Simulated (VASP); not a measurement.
# W (Fm-3m) in VASP: notebook

W is run at these levels: PBE; tasks: relaxation of cell and atoms.

All numbers are computed with VASP 6.6.1; they aren't measurements. Logs are shortened: lines on timing, memory, paths and dates and some standing lists are left out, and cuts for length are marked.

## Step 1: The cell of the first run

It takes space group Fm-3m (No. 225, cubic). Conventional cell: a = 3.749 Å, b = 3.749 Å, c = 3.749 Å, α = 90.00°, β = 90.00°, γ = 90.00°. Within 3.5 Å of W (site symmetry m-3m) lie 12 W at 2.65 Å.

This isn't the form of W at room conditions, which is bcc.

## Step 2: Relaxation of cell and atoms, PBE, target pressure 97 GPa, at which the enthalpy is minimised

Input file INCAR:

```
SYSTEM = W
ALGO = Normal
EDIFF = 1E-6
EDIFFG = -0.005
ENCUT = 600
GGA = PE
IBRION = 2
ISIF = 3
ISMEAR = -1
LASPH = .TRUE.
LCHARG = .FALSE.
LREAL = .FALSE.
LWAVE = .FALSE.
NELM = 60
NSW = 60
PREC = Accurate
PSTRESS = 970.0
SIGMA = 0.08
```

Input file KPOINTS:

```
k-points
0
G
  18 18 18
  0 0 0
```

Input file POSCAR:

```
W
1.0
    0.0000000000      1.8742651197      1.8742651197
    1.8742651197      0.0000000000      1.8742651197
    1.8742651197      1.8742651197      0.0000000000
W
1
Direct
    0.0000000000      0.0000000000      0.0000000000
```

Potentials or basis: VASP PAW PBE potentials, release 64 (W_sv).

The run is started by

```sh
cat potpaw_PBE.64/W_sv/POTCAR > POTCAR
mpirun -np 1 vasp_std > vasp.out
```

OUTCAR:

```text
SYSTEM = W
   EDIFF = 1E-6
   EDIFFG = -0.005
   ENCUT = 600
   GGA = PE
   IBRION = 2
   ISIF = 3
   ISMEAR = -1
   LASPH = .TRUE.
   LREAL = .FALSE.
   NELM = 60
   NSW = 60
   PREC = Accurate
   PSTRESS = 970.0

 ion  position               nearest neighbor table
   1  0.000  0.000  0.000-

  LATTYP: Found a face centered cubic cell.
 ALAT       =     3.7485302394

  Lattice vectors:

 A1 = (   0.0000000000,   1.8742651197,   1.8742651197)
 A2 = (   1.8742651197,   0.0000000000,   1.8742651197)
 A3 = (   1.8742651197,   1.8742651197,   0.0000000000)

Analysis of symmetry for initial positions (statically):
=====================================================================
 Subroutine PRICEL returns:
 Original cell was already a primitive cell.

 Routine SETGRP: Setting up the symmetry group for a
 face centered cubic supercell.

 Subroutine GETGRP returns: Found 48 space group operations
 (whereof 48 operations were pure point group operations)
 out of a pool of 48 trial point group operations.

The static configuration has the point symmetry O_h .

Analysis of symmetry for dynamics (positions and initial velocities):
=====================================================================
 Subroutine PRICEL returns:
 Original cell was already a primitive cell.

 Routine SETGRP: Setting up the symmetry group for a
 face centered cubic supercell.

 Subroutine GETGRP returns: Found 48 space group operations
 (whereof 48 operations were pure point group operations)
 out of a pool of 48 trial point group operations.

The dynamic configuration has the point symmetry O_h .

 Subroutine INISYM returns: Found 48 space group operations
 (whereof 48 operations are pure point group operations),
 and found     1 'primitive' translations

----------------------------------------------------------------------------------------

                                     Primitive cell

  volume of cell :      13.1681

  direct lattice vectors                    reciprocal lattice vectors
     0.000000000  1.874265120  1.874265120    -0.266771224  0.266771224  0.266771224
     1.874265120  0.000000000  1.874265120     0.266771224 -0.266771224  0.266771224
     1.874265120  1.874265120  0.000000000     0.266771224  0.266771224 -0.266771224

  length of vectors
     2.650611152  2.650611152  2.650611152     0.462061314  0.462061314  0.462061314

  position of ions in fractional coordinates (direct lattice)
     0.000000000  0.000000000  0.000000000

  ion indices of the primitive-cell ions
   primitive index   ion index
                 1           1

----------------------------------------------------------------------------------------

 KPOINTS: k-points

Automatic generation of k-mesh.
 Grid dimensions read from file:
 generate k-points for:   18   18   18

 Generating k-lattice:

  Cartesian coordinates                     Fractional coordinates (reciprocal lattice)
    -0.014820624  0.014820624  0.014820624     0.055555556  0.000000000  0.000000000
     0.014820624 -0.014820624  0.014820624     0.000000000  0.055555556  0.000000000
     0.014820624  0.014820624 -0.014820624     0.000000000  0.000000000  0.055555556

  Length of vectors
     0.025670073  0.025670073  0.025670073

  Shift w.r.t. Gamma in fractional coordinates (k-lattice)
     0.000000000  0.000000000  0.000000000

 Subroutine IBZKPT returns following result:
 ===========================================

 Found    195 irreducible k-points:

 Following reciprocal coordinates:
            Coordinates               Weight
  0.000000  0.000000  0.000000      1.000000
  0.055556  0.000000  0.000000      8.000000
  0.111111  0.000000  0.000000      8.000000
  0.166667  0.000000  0.000000      8.000000
  0.222222  0.000000  0.000000      8.000000
  0.277778  0.000000  0.000000      8.000000
[... 16 lines left out ...]
 -0.277778  0.055556  0.000000     24.000000
 -0.222222  0.055556  0.000000     24.000000
 [... further k-points ...]
   k-points           NKPTS =    195   k-points in BZ     NKDIM =    195   number of bands    NBANDS=     11
   number of dos      NEDOS =    301   number of ions     NIONS =      1
   total plane-waves  NPLWV =  13824
   dimension x,y,z NGX =    24 NGY =   24 NGZ =   24
   dimension x,y,z NGXF=    48 NGYF=   48 NGZF=   48
   ions per type =               1
   NGX,Y,Z   is equivalent  to a cutoff of  15.05, 15.05, 15.05 a.u.
   NGXF,Y,Z  is equivalent  to a cutoff of  30.11, 30.11, 30.11 a.u.
 SYSTEM =  W
   PREC   = accura    normal or accurate (medium, high low for compatibility)
   ISTART =      0    job   : 0-new  1-cont  2-samecut
   ICHARG =      2    charge: 1-file 2-atom 10-const
   ISPIN  =      1    spin polarized calculation?
   LNONCOLLINEAR =      F non collinear calculations
   LSORBIT =      F    spin-orbit coupling
   LASPH  =      T    aspherical Exc in radial PAW
   ENCUT  =  600.0 eV  44.10 Ry    6.64 a.u.   5.29  5.29  5.29*2*pi/ulx,y,z
   NELM   =     60;   NELMIN=  2; NELMDL= -5     # of ELM steps
   EDIFF  = 0.1E-05   stopping-criterion for ELM
   LREAL  =      F    real-space projection
   EDIFFG = -.5E-02   stopping-criterion for IOM
   NSW    =     60    number of steps for IOM
   IBRION =      2    ionic relax: 0-MD 1-quasi-New 2-CG
   NFREE  =      1    steps in history (QN), initial steepest desc. (CG)
   ISIF   =      3    stress and relaxation
   ISYM   =      2    0-nonsym 1-usesym 2-fastsym
   POTIM  = 0.5000    time-step for ionic-motion
   TEBEG  =    0.0;   TEEND  =   0.0 temperature during run
   PSTRESS=  970.0 pullay stress
   NELECT =      14.0000    total number of electrons
   NUPDOWN=      -1.0000    fix difference up-down
   EMIN   =  10.00;   EMAX   =-10.00  energy-range for DOS
   EFERMI =   0.00;   METHOD = LEGACY
   ISMEAR =    -1;   SIGMA  =   0.08  broadening in eV -4-tet -1-fermi 0-gaus
   EFERMI_NEDOS =   21; number of points for ismear=-14 and -15
   IALGO  =     38    algorithm
   IMIX   =      4    mixing-type and parameters
     AMIX     =   0.40;   BMIX     =  1.00
     AMIX_MAG =   1.60;   BMIX_MAG =  1.00
  volume/ion in A,a.u.               =      13.17        88.86
  Fermi-wavevector in a.u.,A,eV,Ry     =   1.670872  3.157490 37.984921  2.791813
  Thomas-Fermi vector in A             =   2.756294
   LORBIT       =      0    0 simple, 1 ext, 2 COOP (PROOUT), +10 PAW based schemes
   GGA     = PE    functional components
   LHFCALC =     F    Hartree Fock is set to
   AEXX    =    0.0000 exact exchange contribution
   IVDW    =     0    specifies the selected vdW correction
   LEPSILON=     F    determine dielectric tensor
   LRPA    =     F    only Hartree local field effects (RPA)
 conjugate gradient relaxation of ions
 non-spin polarized calculation
  energy-cutoff  :      600.00
  volume of cell :       13.17
 maximum number of plane-waves:       459
 NGX is ok and might be reduce to    24
   NGX = 11   NGY = 11   NGZ = 11

--------------------------------------- Ionic step        1  -------------------------------------------

 number of electron      14.0000002 magnetization

 Free energy of the ion-electron system (eV)
  ---------------------------------------------------
  ext. energy  EPLUGINS =         0.00000000
  ---------------------------------------------------
  free energy    TOTEN  =       -11.62773339 eV

  energy without entropy =      -11.60811786  energy(sigma->0) =      -11.61792562

------------------------ aborting loop because EDIFF is reached ----------------------------------------

  FORCE on cell =-STRESS in cart. coord.  units (eV):
  Direction    XX          YY          ZZ          XY          YZ          ZX
  --------------------------------------------------------------------------------------
  -------------------------------------------------------------------------------------
  Total        8.1673336      8.1673336      8.1673336      0.0000000      0.0000000     -0.0000000
  in kB      993.7286478    993.7286478    993.7286478      0.0000000      0.0000000     -0.0000000
  external PRESSURE =      23.7286478 kB  Pullay stress =     970.0000000 kB
[... 59 lines left out ...]
  enthalpy is  TOTEN    =        -3.6406441808 eV   P V=        8.1994549655

--------------------------------------- Ionic step        3  -------------------------------------------

 number of electron      14.0000002 magnetization

 Free energy of the ion-electron system (eV)
  ---------------------------------------------------
  ext. energy  EPLUGINS =         0.00000000
  ---------------------------------------------------
  free energy    TOTEN  =       -11.65846964 eV

  energy without entropy =      -11.63866839  energy(sigma->0) =      -11.64856901

 E-fermi :  13.7245     XC(G=0): -14.6839

 val. band max:       13.7211253117   @ k =   0.2222   0.1111   0.0556
 cond. band min:      13.7313757382   @ k =  -0.3333   0.1667   0.0000
 fundamental gap:      0.0102504264
 Fermi energy:        13.7244568272

 k-point     1 :       0.0000    0.0000    0.0000
  band No.  band energies     occupation
      1     -59.6218      2.00000
      2     -22.8251      2.00000
      3     -22.8251      2.00000
      4     -22.8251      2.00000
      5       3.6790      2.00000
      6      12.8134      1.99998
      7      12.8134      1.99998
      8      12.8134      1.99998
      9      17.0436      0.00000
     10      17.0436      0.00000
     11      26.7003      0.00000
[... 309 lines left out ...]
 k-point    24 :      -0.2222    0.0556    0.0000
  band No.  band energies     occupation
      1     -59.4876      2.00000
      2     -23.9872      2.00000
      3     -23.0484      2.00000
      4     -22.9418      2.00000
      5       6.3371      2.00000
      6      11.5879      2.00000
      7      13.3464      1.98242
      8      13.5172      1.86050
      9      16.2755      0.00000
     10      17.7219      0.00000
     11      27.8939      0.00000

 [... further k-points ...]

------------------------ aborting loop because EDIFF is reached ----------------------------------------

  FORCE on cell =-STRESS in cart. coord.  units (eV):
  Direction    XX          YY          ZZ          XY          YZ          ZX
  --------------------------------------------------------------------------------------
  -------------------------------------------------------------------------------------
  Total        8.0013260      8.0013260      8.0013260      0.0000000     -0.0000000     -0.0000000
  in kB      969.8358640    969.8358640    969.8358640      0.0000000     -0.0000000     -0.0000000
  external PRESSURE =      -0.1641360 kB  Pullay stress =     970.0000000 kB
[... 16 lines left out ...]
  FREE ENERGIE OF THE ION-ELECTRON SYSTEM (eV)
  ---------------------------------------------------
  free  energy   TOTEN  =       -11.6584696401 eV

  energy  without entropy=      -11.6386683863  energy(sigma->0) =      -11.64856901

  enthalpy is  TOTEN    =        -3.6557894418 eV   P V=        8.0026801984

 reached required accuracy - stopping structural energy minimisation
```

It took 44 s on 1 thread of Intel Xeon 6975P-C (Granite Rapids), shared host; peak memory 0.17 GiB.

What came out:

```yaml
Free_energy: -11.6585 eV
Relaxed_volume: 13.22 Å³/atom
Relaxed_cell: a = 2.654 Å, b = 2.654 Å, c = 2.654 Å, α = 60.00°, β = 60.00°, γ = 60.00°
Space_group_after_relaxing_to_0.1_Å: Fm-3m (No. 225)
Energy_change_on_relaxing_the_run_minimises_the_enthalpy: -30.7 meV/atom
Ionic_steps: 3
Pressure_after_relaxing: 97.0 GPa
Band_gap_on_the_k_mesh: zero (bands 7 and 8 overlap by 5.58 eV)
```

Step by step:
| step | energy change (eV) | largest force (eV/Å) | pressure (GPa) | volume (Å³) |
| --- | --- | --- | --- | --- |
| 1 | 0.0000 | 0.0000 | 99.37 | 13.17 |
| 2 | -0.2124 | 0.0000 | 82.38 | 13.54 |
| 3 | -0.0307 | 0.0000 | 96.98 | 13.22 |

Final structure:
```cif
data_structure
_symmetry_space_group_name_H-M 'P 1'
_symmetry_Int_Tables_number 1
_cell_length_a 2.6540
_cell_length_b 2.6540
_cell_length_c 2.6540
_cell_angle_alpha 60.000
_cell_angle_beta 60.000
_cell_angle_gamma 60.000
_cell_volume 13.22
loop_
_atom_site_label
_atom_site_type_symbol
_atom_site_fract_x
_atom_site_fract_y
_atom_site_fract_z
_atom_site_occupancy
W1 W 0.00000 0.00000 0.00000 1
```

Caveat: the cell is relaxed towards a set pressure, so the run minimises the enthalpy, not the energy; spin-orbit coupling is left out, which moves the levels of the heavy elements.

## Step 3: Relaxation of cell and atoms, PBE, target pressure 97 GPa, at which the enthalpy is minimised

Input file INCAR:

```
PREC = Accurate
ENCUT = 600
EDIFF = 1E-6
ISMEAR = -1
SIGMA = 0.08
LREAL = False
LASPH = True
NELM = 60
ALGO = Normal
ISIF = 3
LWAVE = False
LCHARG = False
GGA = PE
IBRION = 2
NSW = 32
EDIFFG = -0.005
PSTRESS = 970.0
```

Input file KPOINTS:

```
Automatic mesh
0
Gamma
  18 18 18
```

Input file POSCAR:

```
W
1.0
    0.0000000000      1.8741989534      1.8741989534
    1.8741989534      0.0000000000      1.8741989534
    1.8741989534      1.8741989534      0.0000000000
W
1
Direct
    0.0000000000      0.0000000000      0.0000000000
```

Potentials or basis: VASP PAW PBE potentials, release 64 (W_sv).

The run is started by

```sh
cat potpaw_PBE.64/W_sv/POTCAR > POTCAR
mpirun -np 1 vasp_std > vasp.out
```

It took 50 s on 1 thread of Intel Xeon 6975P-C (Granite Rapids), shared host; peak memory 0.17 GiB.

Results (log left out):

```
Free energy                                                : -11.6585 eV
Relaxed volume                                             : 13.22 Å³/atom
Relaxed cell                                               : a = 2.654 Å, b = 2.654 Å, c = 2.654 Å, α = 60.00°, β = 60.00°, γ = 60.00°
Space group after relaxing (to 0.1 Å)                      : Fm-3m (No. 225)
Energy change on relaxing (the run minimises the enthalpy) : -31.6 meV/atom
Ionic steps                                                : 3
Pressure after relaxing                                    : 97.0 GPa
Band gap on the k mesh                                     : zero (bands 7 and 8 overlap by 5.58 eV)
```

Step by step:
```csv
step,energy change (eV),largest force (eV/Å),pressure (GPa),volume (Å³)
1,0.0000,0.0000,99.44,13.17
2,-0.2180,0.0000,81.98,13.55
3,-0.0316,0.0000,96.98,13.22
```

Final structure:
```
W
1.0
     0.00000    1.87664    1.87664
     1.87664    0.00000    1.87664
     1.87664    1.87664    0.00000
W
1
Cartesian
  0.0000 0.0000 0.0000
```

Levels at points of the mesh, in eV from the Fermi level:
```tsv
k point	band 4	band 5	band 6	band 7	band 8	band 9	band 10	band 11
(0.00, 0.00, 0.00)	-36.55	-10.05	-0.91	-0.91	-0.91	3.32	3.32	12.98
(0.50, 0.00, 0.00)	-36.85	-6.89	-1.25	-1.25	1.59	6.72	6.72	12.72
(0.50, 0.50, 0.00)	-37.37	-7.22	-6.09	4.67	6.70	7.76	7.76	13.83
```

Caveat: the cell is relaxed towards a set pressure, so the run minimises the enthalpy, not the energy; spin-orbit coupling is left out, which moves the levels of the heavy elements.
